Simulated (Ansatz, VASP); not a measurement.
**Ta: VASP beside Ansatz**

POSCAR

```
Ta
1.0
   -1.6941894500      1.6941894500      1.6941894500
    1.6941894500     -1.6941894500      1.6941894500
    1.6941894500      1.6941894500     -1.6941894500
Ta
1
Direct
    0.0000000000      0.0000000000      0.0000000000
```

File INCAR.step1:

```
SYSTEM = Ta
PREC = Accurate
ENCUT = 440
EDIFF = 1E-5
ISMEAR = 0
SIGMA = 0.02
LREAL = .FALSE.
LASPH = .TRUE.
NELM = 120
ALGO = Normal
ISIF = 2
LWAVE = .TRUE.
LCHARG = .FALSE.
GGA = PE
NBANDS = 12
GGA_COMPAT = .FALSE.
```

The input INCAR.step2:

```
SYSTEM = Ta
PREC = Accurate
ENCUT = 440
EDIFF = 1E-6
ISMEAR = 0
SIGMA = 0.02
LREAL = .FALSE.
LASPH = .TRUE.
NELM = 120
ALGO = Normal
ISIF = 2
LWAVE = .FALSE.
LCHARG = .FALSE.
METAGGA = R2SCAN
LHFCALC = .TRUE.
AEXX = 0.1
LMIXTAU = .TRUE.
PRECFOCK = Normal
ISTART = 1
NBANDS = 12
GGA_COMPAT = .FALSE.
```

File KPOINTS:

```
regular mesh
0
G
  8 8 8
  0 0 0
```

File input.yaml:

```yaml
crystal:
  lattice: { a: 3.3883789, b: 3.3883789, c: 3.3883789, alpha: 90.0, beta: 90.0, gamma: 90.0 }
  space_group: 229
  reduce_to_primitive: true
  atoms:
    - { symbol: Ta, wyckoff: "2a", position: [0.0, 0.0, 0.0] }
hamiltonian:
  xc: r2scanh
  pseudopotentials: { kind: paw }
kpoints:
  mp_grid: { grid: [8, 8, 8] }
scf:
  occupations: { method: gaussian, width: 0.02 }
  n_extra_bands: 6
output:
  forces: true
  stress: true
  eigenvalues: true
  dos: { projected: true, de: 0.05 }
```

Change from the starting cell: volume scaled by 1.08.

Alike in both runs: functional r2SCANh; k mesh 8 × 8 × 8; occupations gaussian, width 0.02 eV; no spin polarisation.

|  | VASP | Ansatz |
| --- | --- | --- |
| version | VASP 6.6.1 | Ansatz 0.2.0 |
| potentials or method | VASP PAW PBE potentials, release 64 (Ta_pv) | Ansatz PAW |
| plane-wave cutoff (eV) | 440 | 500 |
| valence electrons in the cell | 11 | 13 |
| task | single point | projected density of states |

Ansatz gave:

| Item | Value |
| --- | --- |
| gap on the k mesh at the Fermi level (eV) | none |
| pressure (GPa) | -15.2 |

Q: Which values does VASP return?

A: gap on the k mesh at the Fermi level (eV): none; pressure (GPa): -15.4.

VASP's potentials were made for PBE, not for r2SCANh. A gap of «none» marks a metal or a gap that the smearing closes. VASP's potentials hold 11 valence electrons a cell and Ansatz's 13, so a difference there can come from the potentials and not from the codes.

Spin-orbit coupling is off throughout.
